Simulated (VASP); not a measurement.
# BiB (Fm-3m) in VASP: settings compared

BiB is run at these levels: PBE, r2SCAN; tasks: single point.

All numbers are computed with VASP 6.6.1; they aren't measurements. Logs are shortened: lines on timing, memory, paths and dates and some standing lists are left out, and cuts for length are marked.

### 1 The cell of the first run

It takes space group Fm-3m (No. 225, cubic). Conventional cell: a = 5.254 Å, b = 5.254 Å, c = 5.254 Å, α = 90.00°, β = 90.00°, γ = 90.00°. B (site symmetry m-3m) has 6 Bi at 2.63 Å within 3.5 Å. Within 3.5 Å of Bi (site symmetry m-3m) lie 6 B at 2.63 Å.

### 2 Single point, PBE

Input file INCAR:

```
PREC = Accurate
ENCUT = 520
EDIFF = 1E-6
ISMEAR = 0
SIGMA = 0.001
LREAL = False
LASPH = True
NELM = 60
ALGO = Normal
ISIF = 2
LWAVE = False
LCHARG = False
GGA = PE
NBANDS = 16
```

Input file KPOINTS:

```
Automatic mesh
0
Gamma
  6 6 6
```

Input file POSCAR:

```
BiB
1.0
    0.0000000000      2.6268329169      2.6268329169
    2.6268329169      0.0000000000      2.6268329169
    2.6268329169      2.6268329169      0.0000000000
B Bi
1 1
Direct
    0.0000000000      0.0000000000      0.0000000000
    0.5000000000      0.5000000000      0.5000000000
```

Potentials or basis: VASP PAW PBE potentials, release 64 (B, Bi_d).

Launch:

```sh
$ cat potpaw_PBE.64/B/POTCAR potpaw_PBE.64/Bi_d/POTCAR > POTCAR
$ mpirun -np 1 vasp_std > vasp.out
```

OUTCAR:

```text
PREC = Accurate
   ENCUT = 520
   EDIFF = 1E-6
   ISMEAR = 0
   LREAL = False
   LASPH = True
   NELM = 60
   ISIF = 2
   GGA = PE

 ion  position               nearest neighbor table
   1  0.000  0.000  0.000-   2 2.63   2 2.63   2 2.63   2 2.63   2 2.63   2 2.63
   2  0.500  0.500  0.500-   1 2.63   1 2.63   1 2.63   1 2.63   1 2.63   1 2.63

  LATTYP: Found a face centered cubic cell.
 ALAT       =     5.2536658338

  Lattice vectors:

 A1 = (   0.0000000000,   2.6268329169,   2.6268329169)
 A2 = (   2.6268329169,   0.0000000000,   2.6268329169)
 A3 = (   2.6268329169,   2.6268329169,   0.0000000000)

Analysis of symmetry for initial positions (statically):
=====================================================================
 Subroutine PRICEL returns:
 Original cell was already a primitive cell.

 Routine SETGRP: Setting up the symmetry group for a
 face centered cubic supercell.

 Subroutine GETGRP returns: Found 48 space group operations
 (whereof 48 operations were pure point group operations)
 out of a pool of 48 trial point group operations.

The static configuration has the point symmetry O_h .

Analysis of symmetry for dynamics (positions and initial velocities):
=====================================================================
 Subroutine PRICEL returns:
 Original cell was already a primitive cell.

 Routine SETGRP: Setting up the symmetry group for a
 face centered cubic supercell.

 Subroutine GETGRP returns: Found 48 space group operations
 (whereof 48 operations were pure point group operations)
 out of a pool of 48 trial point group operations.

The dynamic configuration has the point symmetry O_h .

 Subroutine INISYM returns: Found 48 space group operations
 (whereof 48 operations are pure point group operations),
 and found     1 'primitive' translations

----------------------------------------------------------------------------------------

                                     Primitive cell

  volume of cell :      36.2516

  direct lattice vectors                    reciprocal lattice vectors
     0.000000000  2.626832917  2.626832917    -0.190343283  0.190343283  0.190343283
     2.626832917  0.000000000  2.626832917     0.190343283 -0.190343283  0.190343283
     2.626832917  2.626832917  0.000000000     0.190343283  0.190343283 -0.190343283

  length of vectors
     3.714902737  3.714902737  3.714902737     0.329684236  0.329684236  0.329684236

[... 70 lines left out ...]
   NELM   =     60;   NELMIN=  2; NELMDL= -5     # of ELM steps
   EDIFF  = 0.1E-05   stopping-criterion for ELM
   LREAL  =      F    real-space projection
   EDIFFG = 0.1E-04   stopping-criterion for IOM
   NSW    =      0    number of steps for IOM
   IBRION =     -1    ionic relax: 0-MD 1-quasi-New 2-CG
   NFREE  =      0    steps in history (QN), initial steepest desc. (CG)
   ISIF   =      2    stress and relaxation
   ISYM   =      2    0-nonsym 1-usesym 2-fastsym
   POTIM  = 0.5000    time-step for ionic-motion
   TEBEG  =    0.0;   TEEND  =   0.0 temperature during run
   PSTRESS=    0.0 pullay stress
   NELECT =      18.0000    total number of electrons
   NUPDOWN=      -1.0000    fix difference up-down
   EMIN   =  10.00;   EMAX   =-10.00  energy-range for DOS
   EFERMI =   0.00;   METHOD = LEGACY
   ISMEAR =     0;   SIGMA  =   0.00  broadening in eV -4-tet -1-fermi 0-gaus
   EFERMI_NEDOS =   21; number of points for ismear=-14 and -15
   IALGO  =     38    algorithm
   IMIX   =      4    mixing-type and parameters
     AMIX     =   0.40;   BMIX     =  1.00
     AMIX_MAG =   1.60;   BMIX_MAG =  1.00
  volume/ion in A,a.u.               =      18.13       122.32
  Fermi-wavevector in a.u.,A,eV,Ry     =   1.296353  2.449752 22.865007  1.680531
  Thomas-Fermi vector in A             =   2.427815
   LORBIT       =      0    0 simple, 1 ext, 2 COOP (PROOUT), +10 PAW based schemes
   GGA     = PE    functional components
   LHFCALC =     F    Hartree Fock is set to
   AEXX    =    0.0000 exact exchange contribution
   IVDW    =     0    specifies the selected vdW correction
   LEPSILON=     F    determine dielectric tensor
   LRPA    =     F    only Hartree local field effects (RPA)
 non-spin polarized calculation
 Gauss-broadening in eV      SIGMA  =   0.00
  energy-cutoff  :      520.00
  volume of cell :       36.25
 maximum number of plane-waves:       987
   NGX = 13   NGY = 13   NGZ = 13

 number of electron      18.0000003 magnetization

 Free energy of the ion-electron system (eV)
  ---------------------------------------------------
  ext. energy  EPLUGINS =         0.00000000
  ---------------------------------------------------
  free energy    TOTEN  =        -8.16279279 eV

  energy without entropy =       -8.16275152  energy(sigma->0) =       -8.16277216

 E-fermi :   8.2775     XC(G=0): -10.9767

 val. band max:        8.1709583904   @ k =   0.0000   0.0000   0.0000
 cond. band min:       8.2775752643   @ k =   0.1667   0.0000   0.0000
 fundamental gap:      0.1066168739
 Fermi energy:         8.2774640600

 k-point     1 :       0.0000    0.0000    0.0000
  band No.  band energies     occupation
      1     -14.5742      2.00000
      2     -14.5742      2.00000
      3     -14.5742      2.00000
      4     -14.5419      2.00000
      5     -14.5419      2.00000
      6      -5.9375      2.00000
[... 281 lines left out ...]
      3     -14.5200      2.00000
      4     -14.5079      2.00000
      5     -14.4687      2.00000
      6      -1.9960      2.00000
[... 8 lines left out ...]
     15      20.3901      0.00000
     16      24.6832      0.00000

------------------------ aborting loop because EDIFF is reached ----------------------------------------

  FORCE on cell =-STRESS in cart. coord.  units (eV):
  Direction    XX          YY          ZZ          XY          YZ          ZX
  --------------------------------------------------------------------------------------
  -------------------------------------------------------------------------------------
  Total        0.2920570      0.2920570      0.2920570     -0.0000000      0.0000000     -0.0000000
  in kB       12.9077595     12.9077595     12.9077595     -0.0000000      0.0000000     -0.0000000
  external PRESSURE =      12.9077595 kB  Pullay stress =       0.0000000 kB

 VOLUME and BASIS-vectors are now :
 -----------------------------------------------------------------------------
  energy-cutoff  :      520.00
  volume of cell :       36.25
      direct lattice vectors                 reciprocal lattice vectors
     0.000000000  2.626832917  2.626832917    -0.190343283  0.190343283  0.190343283
     2.626832917  0.000000000  2.626832917     0.190343283 -0.190343283  0.190343283
     2.626832917  2.626832917  0.000000000     0.190343283  0.190343283 -0.190343283

 POSITION                                       TOTAL-FORCE (eV/Angst)
 -----------------------------------------------------------------------------------
      0.00000      0.00000      0.00000         0.000000     -0.000000      0.000000
      2.62683      2.62683      2.62683        -0.000000      0.000000     -0.000000
 -----------------------------------------------------------------------------------
    total drift:                                0.000000      0.000000      0.000000

  FREE ENERGIE OF THE ION-ELECTRON SYSTEM (eV)
  ---------------------------------------------------
  free  energy   TOTEN  =        -8.1627927945 eV

  energy  without entropy=       -8.1627515166  energy(sigma->0) =       -8.16277216
```

OSZICAR:

```text
N       E                     dE             d eps       ncg     rms          rms(c)
DAV:   1     0.124038400827E+03    0.12404E+03   -0.10009E+04   512   0.138E+03
DAV:   2    -0.895828717373E+00   -0.12493E+03   -0.12117E+03   536   0.332E+02
DAV:   3    -0.836894290549E+01   -0.74731E+01   -0.73766E+01   680   0.780E+01
DAV:   4    -0.852186445258E+01   -0.15292E+00   -0.15289E+00   640   0.124E+01
DAV:   5    -0.852792569367E+01   -0.60612E-02   -0.60611E-02   736   0.217E+00    0.277E+00
DAV:   6    -0.816388325352E+01    0.36404E+00   -0.81492E-01   656   0.673E+00    0.877E-01
DAV:   7    -0.816237008311E+01    0.15132E-02   -0.91381E-02   648   0.153E+00    0.470E-01
DAV:   8    -0.816290599236E+01   -0.53591E-03   -0.50744E-03   664   0.911E-01    0.561E-02
DAV:   9    -0.816280002990E+01    0.10596E-03   -0.30045E-04   736   0.235E-01    0.303E-02
DAV:  10    -0.816279281609E+01    0.72138E-05   -0.87312E-05   712   0.110E-01    0.108E-02
DAV:  11    -0.816279377391E+01   -0.95782E-06   -0.11595E-05   696   0.377E-02    0.328E-03
DAV:  12    -0.816279279450E+01    0.97941E-06   -0.12875E-06   456   0.118E-02
   1 F= -.81627928E+01 E0= -.81627722E+01  d E =-.412779E-04
```

stdout:

```text
POSCAR found type information on POSCAR B Bi
 POSCAR found :  2 types and       2 ions
 scaLAPACK will be used
 LDA part: xc-table for (Slater+PW92), standard interpolation
 POSCAR, INCAR and KPOINTS ok, starting setup
 FFT: planning ... GRIDC
 FFT: planning ... GRID_SOFT
 FFT: planning ... GRID
 WAVECAR not read
 entering main loop
```

Wall time 22 s (1 thread of AMD EPYC 7R13, shared host); peak memory 0.13 GiB.

What came out:

- Free energy: -8.1628 eV
- Pressure: 1.3 GPa
- Band gap on the k mesh: zero (bands 9 and 10 overlap by 4.04 eV)

Caveat: the structure was generated, so it needn't be the stable form of BiB; spin-orbit coupling is left out, which moves the levels of the heavy elements.

### 3 Single point, r2SCAN

POSCAR is that of step 2.

Input file INCAR.step1:

```
SYSTEM = BiB
PREC = Accurate
ENCUT = 520
ISMEAR = -1
SIGMA = 0.02
LREAL = .False.
LASPH = .True.
NELM = 100
NBANDS = 16
GGA = PE
ALGO = Normal
EDIFF = 1E-4
LWAVE = .True.
LCHARG = .False.
```

Input file INCAR.step2:

```
SYSTEM = BiB
PREC = Accurate
ENCUT = 520
EDIFF = 1E-6
ISMEAR = -1
SIGMA = 0.02
LREAL = .False.
LASPH = .True.
NELM = 100
ALGO = Normal
ISIF = 2
LWAVE = .False.
LCHARG = .False.
METAGGA = R2SCAN
LMIXTAU = .True.
NBANDS = 16
ISTART = 1
```

Input file KPOINTS:

```
Automatic mesh
0
Gamma
  6 6 6
  0 0 0
```

Potentials or basis: VASP PAW PBE potentials, release 64 (B, Bi_d).

Launch:

```sh
$ cat potpaw_PBE.64/B/POTCAR potpaw_PBE.64/Bi_d/POTCAR > POTCAR
$ cp INCAR.step1 INCAR
$ mpirun -np 1 vasp_std > vasp.out
$ cp INCAR.step2 INCAR
$ mpirun -np 1 vasp_std > vasp.out
```

It took 97 s on 1 thread of AMD EPYC 7R13, shared host; peak memory 0.14 GiB.

It converged, with:

```yaml
Free_energy: -63.3200 eV
Pressure: 0.5 GPa
Band_gap_on_the_k_mesh: zero (bands 9 and 10 overlap by 4.29 eV)
```

Levels at points of the mesh, in eV from the Fermi level:
```csv
k point,band 7,band 8,band 9,band 10,band 11,band 12
"(0.00, 0.00, 0.00)",-0.11,-0.11,-0.11,0.20,7.02,7.02
"(0.50, 0.00, 0.00)",-8.91,1.14,1.14,1.97,1.97,3.15
"(0.50, 0.50, 0.00)",-6.42,-4.37,-3.07,-3.07,4.50,9.12
```

Caveat: the structure was generated, so it needn't be the stable form of BiB; the PAW data sets were made with another functional, which shifts forces and pressure a little; spin-orbit coupling is left out, which moves the levels of the heavy elements.

### 4 Single point, PBE

Input file INCAR:

```
SYSTEM = BiB
PREC     = Accurate       ! precision mode
ENCUT    = 520            ! plane-wave cutoff, eV
EDIFF    = 1E-7           ! SCF threshold, eV
ISMEAR   = -1             ! smearing method
SIGMA    = 0.02           ! smearing width, eV
LREAL    = .False.        ! projectors in reciprocal space
LASPH    = .True.         ! aspherical terms in the spheres
NELM     = 100            ! most SCF steps
ALGO     = Normal         ! electronic algorithm
ISIF     = 2              ! what is computed and relaxed
LWAVE    = .False.        ! write WAVECAR
LCHARG   = .False.        ! write CHGCAR
GGA      = PE             ! functional
NBANDS   = 16             ! bands
ISYM     = 0
```

Input file KPOINTS:

```
Automatic mesh
0
Gamma
  6 6 6
  0 0 0.5
```

POSCAR is that of step 3.

Potentials or basis: VASP PAW PBE potentials, release 64 (B, Bi_d).

Launch:

```sh
$ cat potpaw_PBE.64/B/POTCAR potpaw_PBE.64/Bi_d/POTCAR > POTCAR
$ mpirun -np 1 vasp_std > vasp.out
```

OUTCAR:

```text
SYSTEM = BiB
   PREC = Accurate
   ENCUT = 520
   EDIFF = 1E-7
   ISMEAR = -1
   LREAL = .False.
   LASPH = .True.
   NELM = 100
   ISIF = 2
   GGA = PE
   ISYM = 0

 ion  position               nearest neighbor table
   1  0.000  0.000  0.000-   2 2.63   2 2.63   2 2.63   2 2.63   2 2.63   2 2.63
   2  0.500  0.500  0.500-   1 2.63   1 2.63   1 2.63   1 2.63   1 2.63   1 2.63

IMPORTANT INFORMATION: All symmetrisations will be switched off!
NOSYMM: (Re-)initialisation of all symmetry stuff for point group C_1.

----------------------------------------------------------------------------------------

[... 607 lines left out ...]
  Direction    XX          YY          ZZ          XY          YZ          ZX
  --------------------------------------------------------------------------------------
  -------------------------------------------------------------------------------------
  Total        0.2521336      0.2521347      0.2521345      0.0000005      0.0000009      0.0000016
  in kB       11.1433052     11.1433523     11.1433414      0.0000207      0.0000379      0.0000702
  external PRESSURE =      11.1433330 kB  Pullay stress =       0.0000000 kB

 VOLUME and BASIS-vectors are now :
 -----------------------------------------------------------------------------
  energy-cutoff  :      520.00
  volume of cell :       36.25
      direct lattice vectors                 reciprocal lattice vectors
     0.000000000  2.626832917  2.626832917    -0.190343283  0.190343283  0.190343283
     2.626832917  0.000000000  2.626832917     0.190343283 -0.190343283  0.190343283
     2.626832917  2.626832917  0.000000000     0.190343283  0.190343283 -0.190343283

 POSITION                                       TOTAL-FORCE (eV/Angst)
 -----------------------------------------------------------------------------------
      0.00000      0.00000      0.00000         0.000001     -0.000000     -0.000000
      2.62683      2.62683      2.62683        -0.000001      0.000000      0.000000
 -----------------------------------------------------------------------------------
    total drift:                               -0.000001     -0.000000      0.000001

  FREE ENERGIE OF THE ION-ELECTRON SYSTEM (eV)
  ---------------------------------------------------
  free  energy   TOTEN  =        -8.2161383985 eV

  energy  without entropy=       -8.2144720279  energy(sigma->0) =       -8.21530521
```

OSZICAR:

```text
N       E                     dE             d eps       ncg     rms          rms(c)
DAV:   1     0.127391219734E+03    0.12739E+03   -0.99648E+03 13936   0.138E+03
DAV:   2    -0.940856773556E+00   -0.12833E+03   -0.12389E+03 15520   0.341E+02
DAV:   3    -0.842846749334E+01   -0.74876E+01   -0.74178E+01 17152   0.787E+01
DAV:   4    -0.859004840607E+01   -0.16158E+00   -0.16154E+00 18488   0.124E+01
DAV:   5    -0.859557524179E+01   -0.55268E-02   -0.55268E-02 18936   0.206E+00    0.276E+00
DAV:   6    -0.821861406040E+01    0.37696E+00   -0.83688E-01 18616   0.676E+00    0.901E-01
DAV:   7    -0.821562209478E+01    0.29920E-02   -0.97827E-02 17504   0.158E+00    0.470E-01
DAV:   8    -0.821635890128E+01   -0.73681E-03   -0.62686E-03 18320   0.999E-01    0.650E-02
DAV:   9    -0.821614068396E+01    0.21822E-03   -0.62128E-04 19696   0.308E-01    0.298E-02
DAV:  10    -0.821613825617E+01    0.24278E-05   -0.11483E-04 19096   0.115E-01    0.114E-02
DAV:  11    -0.821613988572E+01   -0.16295E-05   -0.15934E-05 19200   0.453E-02    0.478E-03
DAV:  12    -0.821613836946E+01    0.15163E-05   -0.18831E-06 18200   0.148E-02    0.701E-04
DAV:  13    -0.821613839846E+01   -0.28998E-07   -0.13971E-07 16296   0.275E-03
   1 F= -.82161384E+01 E0= -.82153052E+01  d E =-.166637E-02
```

It took 7.1 min on 1 thread of AMD EPYC 7R13, shared host; peak memory 0.32 GiB.

Results:

- Free energy: -8.2161 eV
- Pressure: 1.1 GPa
- Band gap on the k mesh: zero (bands 9 and 10 overlap by 3.41 eV)

Levels at points of the mesh, in eV from the Fermi level:
```csv
k point,band 5,band 6,band 7,band 8,band 9,band 10,band 11,band 12,band 13,band 14
"(0.00, 0.00, 0.08)",-22.67,-13.95,-1.33,0.08,0.08,1.34,6.19,6.30,6.30,7.88
```

Caveat: the structure was generated, so it needn't be the stable form of BiB; spin-orbit coupling is left out, which moves the levels of the heavy elements.

### 5 Summary

| level | k mesh | smearing | gap on the mesh (eV) | pressure (GPa) |
| --- | --- | --- | --- | --- |
| PBE | 6 × 6 × 6 | gaussian 0.001 eV | none | 1.3 |
| r2SCAN | 6 × 6 × 6 | fermi-dirac 0.02 eV | none | 0.5 |
| PBE | 6 × 6 × 6, shifted | fermi-dirac 0.02 eV | none | 1.1 |

Alike in all rows: task single point; potentials or basis VASP PAW PBE potentials, release 64 (B, Bi_d); no spin polarisation; cell as given; cutoff (eV) 520.

The pressure there spans 0.5 GPa (r2SCAN) to 1.3 GPa (PBE); a positive pressure means that this level wants a larger cell, a negative one a smaller.

Caveats: the structure was generated, so it needn't be the stable form of BiB; spin-orbit coupling is left out, which moves the levels of the heavy elements; the PAW data sets were made with another functional, which shifts forces and pressure a little (at least some runs).

Total energies depend on the potentials used, so only differences within one code and one set of settings carry meaning.

The gap in the log of VASP goes by the Fermi energy; the results here count the filled bands.